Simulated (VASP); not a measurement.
**Si: single point with PBEsol**

Si:

```
Si
1.0
    -3.72085    3.72085    1.91868
     3.72085   -3.72085    1.91868
     3.25574    3.25574   -1.91868
Si
4
Direct
  0.17873 0.17873 0.35746
  0.82127 0.82127 0.64254
  0.17873 0.82127 0.00000
  0.82127 0.17873 0.00000
```

```json
{
 "Program": "VASP 6.6.1",
 "Task": "single point",
 "Functional": "PBEsol",
 "Potentials or basis": "VASP PAW PBE potentials, release 64 (Si)",
 "Cutoff": "520 eV",
 "k mesh": "10 × 10 × 10",
 "Occupations": "gaussian, width 0.03 eV",
 "Spin": "no spin polarisation"
}
```

```json
{"Pressure": "-6.5 GPa", "Largest force": "0.855 eV/Å", "Band gap on the k mesh": "zero (bands 8 and 9 overlap by 0.59 eV)"}
```

Forces on the atoms (eV/Å):
```
Si  -0.604 -0.604  0.000
Si   0.604  0.604  0.000
Si   0.027 -0.027  0.000
Si  -0.027  0.027  0.000
```

Stress tensor (GPa, compression positive):
```
-8.98  5.25  0.00
 5.25 -8.98  0.00
 0.00  0.00 -1.58
```

Levels at points of the mesh, in eV from the Fermi level:
```tsv
k point	band 5	band 6	band 7	band 8	band 9	band 10	band 11	band 12
(0.00, 0.00, 0.00)	-3.73	-1.80	-1.17	-0.64	0.88	0.91	1.54	1.86
(0.50, 0.00, 0.00)	-4.34	-3.52	-2.38	-1.81	0.52	1.24	2.65	3.31
(0.50, 0.50, 0.00)	-2.54	-2.51	-1.86	-1.52	1.26	1.33	1.70	2.36
(0.00, 0.00, 0.50)	-3.31	-2.26	-2.19	-1.32	1.23	2.01	2.08	4.18
(0.50, 0.50, 0.50)	-2.76	-1.15	-0.42	0.32	0.38	1.33	2.24	3.43
```

It took 110 s on 1 thread of Intel(R) Xeon(R) 6975P-C (Granite Rapids) (shared host), peak memory 0.35 GiB.

Caveat: the cell stands under tension; semilocal functionals underestimate gaps, so a narrow gap can read as zero; the PAW data sets were made with another functional, which shifts forces and pressure a little.
